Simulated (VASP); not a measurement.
Crystal: Y2Sn2O.

```xyz
5
Lattice="4.4988 0.0000 0.0000 0.0000 4.4988 0.0000 0.0000 0.0000 6.1025" Properties=species:S:1:pos:R:3 pbc="T T T"
Y     0.0000    2.2494    3.0512
Y     2.2494    0.0000    3.0512
Sn    2.2494    2.2494    1.4646
Sn    2.2494    2.2494    4.6379
O     0.0000    0.0000    0.0000
```

The cell was built from a structure type or drawn by symmetry, and may not be a known phase.

| Quantity | Value |
| --- | --- |
| Program | VASP 6.6.1 |
| Task | relaxation of cell and atoms |
| Functional | PBE |
| Potentials or basis | VASP PAW PBE potentials, release 64 (Y_sv, Sn_d, O) |
| Cutoff | 600 eV |
| k mesh | 4 × 4 × 4 |
| Occupations | gaussian, width 0.1 eV |
| Spin | no spin polarisation |

At the start: pressure 18.6 GPa; volume 24.70 Å³/atom.

**Question.** How do energy, volume and symmetry change on relaxing?

**Answer.** Over 19 steps the energy falls by 643.3 meV/atom and the volume is 32.62 Å³/atom (+32.1 %); space group P4/mmm (No. 123, to 0.1 Å) before and after.

The path:
```csv
step,energy change (eV),largest force (eV/Å),pressure (GPa),volume (Å³)
1,0.0000,5.0415,18.63,123.51
2,-2.1971,1.4507,-4.07,181.90
3,-2.6212,0.1760,-0.69,160.35
4,-2.6209,0.1021,-0.88,161.15
5,-2.6960,0.6878,-0.03,158.61
6,-2.7020,1.0275,0.29,157.76
7,-2.7793,1.1270,0.58,157.21
8,-3.0264,0.9969,1.64,155.10
9,-2.5626,2.5287,5.80,148.78
10,-3.0600,1.3018,2.11,154.16
11,-3.0700,0.4167,3.54,151.71
12,-3.1005,0.9131,2.86,152.80
13,-3.1584,0.1985,2.22,155.38
14,-3.1661,0.2422,1.86,156.82
15,-3.1939,0.0873,1.18,158.91
16,-3.2144,0.1396,0.12,162.49
17,-3.2148,0.1710,-0.04,163.05
18,-3.2161,0.0698,-0.03,163.08
19,-3.2165,0.0119,-0.03,163.10
```

Final structure:
```yaml
crystal:
  lattice:
    - [5.43900, 0.00000, 0.00000]
    - [0.00000, 5.43900, 0.00000]
    - [0.00000, 0.00000, 5.51347]
  atoms:
    - { symbol: Y, position: [0.00000, 0.50000, 0.50000] }
    - { symbol: Y, position: [0.50000, 0.00000, 0.50000] }
    - { symbol: Sn, position: [0.50000, 0.50000, 0.24139] }
    - { symbol: Sn, position: [0.50000, 0.50000, 0.75861] }
    - { symbol: O, position: [0.00000, 0.00000, 0.00000] }
```

Caveat: the volume moved by over 15 % at a fixed basis, so the end points are rough.
